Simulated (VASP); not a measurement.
# CaSe (Fm-3m) in VASP: elastic constants with revPBE

Aim: the elastic constants of CaSe with revPBE.

All numbers are computed with VASP 6.6.1; they aren't measurements. Logs are shortened: lines on timing, memory, paths and dates and some standing lists are left out, and cuts for length are marked.

## 1. The cell of the first run

It takes space group Fm-3m (No. 225, cubic). Conventional cell: a = 5.935 Å, b = 5.935 Å, c = 5.935 Å, α = 90.00°, β = 90.00°, γ = 90.00°. Ca (site symmetry m-3m) has 6 Se at 2.97 Å within 3.9 Å. Se (site symmetry m-3m) has 6 Ca at 2.97 Å within 3.9 Å.

## 2. Elastic constants, revPBE

Input file INCAR:

```
ALGO     = Normal         # electronic algorithm
EDIFF    = 1E-8           # SCF threshold, eV
ENCUT    = 600            # plane-wave cutoff, eV
GGA      = RE             # functional
IBRION   = 6              # ionic algorithm
ISIF     = 3              # what is computed and relaxed
ISMEAR   = 0              # smearing method
LASPH    = T              # aspherical terms in the spheres
LCHARG   = F              # write CHGCAR
LREAL    = F              # projectors in reciprocal space
LWAVE    = F              # write WAVECAR
NELM     = 60             # most SCF steps
NFREE    = 2            
NSW      = 1              # ionic steps
POTIM    = 0.015          # step
PREC     = Accurate       # precision mode
SIGMA    = 0.01           # smearing width, eV
```

Input file KPOINTS:

```
k-points
0
Gamma
  6 6 6
```

Input file POSCAR:

```
CaSe
1.0
    0.0000000000      2.9673799406      2.9673799406
    2.9673799406      0.0000000000      2.9673799406
    2.9673799406      2.9673799406      0.0000000000
Ca Se
1 1
Direct
    0.0000000000      0.0000000000      0.0000000000
    0.5000000000      0.5000000000      0.5000000000
```

Potentials or basis: VASP PAW PBE potentials, release 64 (Ca_sv, Se).

Started as:

```console
> cat potpaw_PBE.64/Ca_sv/POTCAR potpaw_PBE.64/Se/POTCAR > POTCAR
> mpirun -np 1 vasp_std > vasp.out
```

OUTCAR:

```text
EDIFF = 1E-8
   ENCUT = 600
   GGA = RE
   IBRION = 6
   ISIF = 3
   ISMEAR = 0
   LASPH = T
   LREAL = F
   NELM = 60
   NFREE = 2
   NSW = 1
   POTIM = 0.015
   PREC = Accurate

 ion  position               nearest neighbor table
   1  0.000  0.000  0.000-   2 2.97   2 2.97   2 2.97   2 2.97   2 2.97   2 2.97
   2  0.500  0.500  0.500-   1 2.97   1 2.97   1 2.97   1 2.97   1 2.97   1 2.97

  LATTYP: Found a face centered cubic cell.
 ALAT       =     5.9347598812

  Lattice vectors:

 A1 = (   0.0000000000,   2.9673799406,   2.9673799406)
 A2 = (   2.9673799406,   0.0000000000,   2.9673799406)
 A3 = (   2.9673799406,   2.9673799406,   0.0000000000)

Analysis of symmetry for initial positions (statically):
=====================================================================
 Subroutine PRICEL returns:
 Original cell was already a primitive cell.

 Routine SETGRP: Setting up the symmetry group for a
 face centered cubic supercell.

 Subroutine GETGRP returns: Found 48 space group operations
 (whereof 48 operations were pure point group operations)
 out of a pool of 48 trial point group operations.

The static configuration has the point symmetry O_h .

Analysis of symmetry for dynamics (positions and initial velocities):
=====================================================================
 Subroutine PRICEL returns:
 Original cell was already a primitive cell.

 Routine SETGRP: Setting up the symmetry group for a
 face centered cubic supercell.

 Subroutine GETGRP returns: Found 48 space group operations
 (whereof 48 operations were pure point group operations)
 out of a pool of 48 trial point group operations.

The dynamic configuration has the point symmetry O_h .

 Subroutine INISYM returns: Found 48 space group operations
 (whereof 48 operations are pure point group operations),
 and found     1 'primitive' translations

[... 346 lines left out ...]
     11       6.2403      0.00000
     12       6.2403      0.00000
[... 331 lines left out ...]
 k-point    24 :       0.0000   -0.3333    0.3333
  band No.  band energies     occupation
      1     -37.4006      2.00000
      2     -18.4224      2.00000
      3     -18.4103      2.00000
      4     -18.3726      2.00000
      5      -8.6181      2.00000
      6       0.0901      2.00000
      7       0.4469      2.00000
      8       1.3092      2.00000
      9       6.4842      0.00000
     10       7.9247      0.00000
     11       7.9767      0.00000
     12       8.0051      0.00000

 [... further k-points ...]
[... 5 lines left out ...]
  --------------------------------------------------------------------------------------
  -------------------------------------------------------------------------------------
  Total        0.7375528      0.7327959      0.7327959      0.0000000      0.0000000      0.0000000
  in kB       22.6127956     22.4669530     22.4669530      0.0000000      0.0000000      0.0000000
  external PRESSURE =      22.5155672 kB  Pullay stress =       0.0000000 kB
[... 17 lines left out ...]
  FREE ENERGIE OF THE ION-ELECTRON SYSTEM (eV)
  ---------------------------------------------------
  free  energy   TOTEN  =        -8.9582721894 eV

  energy  without entropy=       -8.9582721894  energy(sigma->0) =       -8.95827219

 INTERNAL STRAIN TENSORS FROM STRAINED CELLS
 ============================================

 INTERNAL STRAIN TENSOR FOR ION    1 for displacements in x,y,z  (eV/Angst):
          X           Y           Z          XY          YZ          ZX
  --------------------------------------------------------------------------------
  x     0.00000     0.00000     0.00000     0.00000    -0.00000     0.00000
  y    -0.00000     0.00000    -0.00000     0.00000     0.00000     0.00000
  z     0.00000     0.00000    -0.00000     0.00000    -0.00000    -0.00000

 INTERNAL STRAIN TENSORS FROM DISPLACED ATOMS
 ============================================

 INTERNAL STRAIN TENSOR FOR ION    1 for displacements in x,y,z  (eV/Angst):
          X           Y           Z          XY          YZ          ZX
  --------------------------------------------------------------------------------
  x     0.00000     0.00000     0.00000     0.00000     0.00000     0.00000
  y     0.00000     0.00000     0.00000     0.00000     0.00000     0.00000
  z     0.00000     0.00000     0.00000     0.00000     0.00000     0.00000

 INTERNAL STRAIN TENSOR FOR ION    2 for displacements in x,y,z  (eV/Angst):
          X           Y           Z          XY          YZ          ZX
  --------------------------------------------------------------------------------
  x     0.00000     0.00000     0.00000     0.00000     0.00000     0.00000
  y     0.00000     0.00000     0.00000     0.00000     0.00000     0.00000
  z     0.00000     0.00000     0.00000     0.00000     0.00000     0.00000

 Eigenvectors and eigenvalues of the dynamical matrix
 ----------------------------------------------------

   1 f  =    5.313441 THz    33.385332 2PiTHz  177.237299 cm-1    21.974615 meV
             X         Y         Z           dx          dy          dz
      0.000000  0.000000  0.000000     0.000000   -0.814577   -0.000000
      2.967380  2.967380  2.967380    -0.000000    0.580056   -0.000000
[... 21 lines left out ...]
   6 f/i=    0.001225 THz     0.007694 2PiTHz    0.040849 cm-1     0.005065 meV
             X         Y         Z           dx          dy          dz
      0.000000  0.000000  0.000000     0.007394   -0.120038   -0.567451
      2.967380  2.967380  2.967380     0.010384   -0.168570   -0.796876

--------------------------------------------------------------------------------------------------------

 ELASTIC MODULI CONTR FROM IONIC RELAXATION (kBar)
 Direction    XX          YY          ZZ          XY          YZ          ZX
 --------------------------------------------------------------------------------
 XX           0.0000      0.0000      0.0000      0.0000      0.0000      0.0000
 YY           0.0000      0.0000      0.0000      0.0000      0.0000      0.0000
 ZZ           0.0000      0.0000      0.0000      0.0000      0.0000      0.0000
 XY           0.0000      0.0000      0.0000      0.0000      0.0000      0.0000
 YZ           0.0000      0.0000      0.0000      0.0000      0.0000      0.0000
 ZX           0.0000      0.0000      0.0000      0.0000      0.0000      0.0000
 --------------------------------------------------------------------------------

 TOTAL ELASTIC MODULI (kBar)
 Direction    XX          YY          ZZ          XY          YZ          ZX
 --------------------------------------------------------------------------------
 XX        1143.9331    194.3697    194.3697     -0.0000      0.0000      0.0000
 YY         194.3697   1143.9331    194.3697     -0.0000      0.0000      0.0000
 ZZ         194.3697    194.3697   1143.9331      0.0000      0.0000      0.0000
 XY          -0.0000     -0.0000      0.0000    267.6897     -0.0000      0.0000
 YZ           0.0000      0.0000      0.0000     -0.0000    267.6897      0.0000
 ZX           0.0000      0.0000      0.0000      0.0000      0.0000    267.6897
 --------------------------------------------------------------------------------
```

stdout:

```text
POSCAR found type information on POSCAR CaSe
 POSCAR found :  2 types and       2 ions
 scaLAPACK will be used
 -----------------------------------------------------------------------------
|                                                                             |
|                                                                             |
|     You enforced a specific xc type in the INCAR file but a different       |
|     I HOPE YOU KNOW WHAT YOU ARE DOING!                                     |
|                                                                             |
[... 33 lines left out ...]
 Finite differences progress:
 bond charge predicted
 Finite differences progress:
 bond charge predicted
 Finite differences progress:
 bond charge predicted
 Finite differences progress:
 bond charge predicted
 Finite differences progress:
 bond charge predicted
 Finite differences progress:
```

Wall time 13 min (1 thread of AMD EPYC 7R13 (Zen 3), shared host); peak memory 0.24 GiB.

What came out:

- Elastic constants C11, C12, C44: 114, 19, 27 GPa
- Voigt bulk modulus: 51 GPa
- Highest phonon frequency at Γ, LO-TO splitting left out: 177 cm⁻¹

Phonon frequencies in cm⁻¹ (negative: imaginary):
```tsv
q point	frequencies
(0.000, 0.000, 0.000)	0 0 0 177 177 177
```

Elastic tensor in Voigt notation (GPa, in the Cartesian axes of the cell as first typed):
```
114  19  19   0   0   0
 19 114  19   0   0   0
 19  19 114   0   0   0
  0   0   0  27   0   0
  0   0   0   0  27   0
  0   0   0   0   0  27
```

Clamped-ion elastic tensor (GPa):
```
114  19  19   0   0   0
 19 114  19   0   0   0
 19  19 114   0   0   0
  0   0   0  27   0   0
  0   0   0   0  27   0
  0   0   0   0   0  27
```

Caveat: the cell is under stress, which shifts elastic constants; the PAW data sets were made with another functional, which shifts forces and pressure a little.
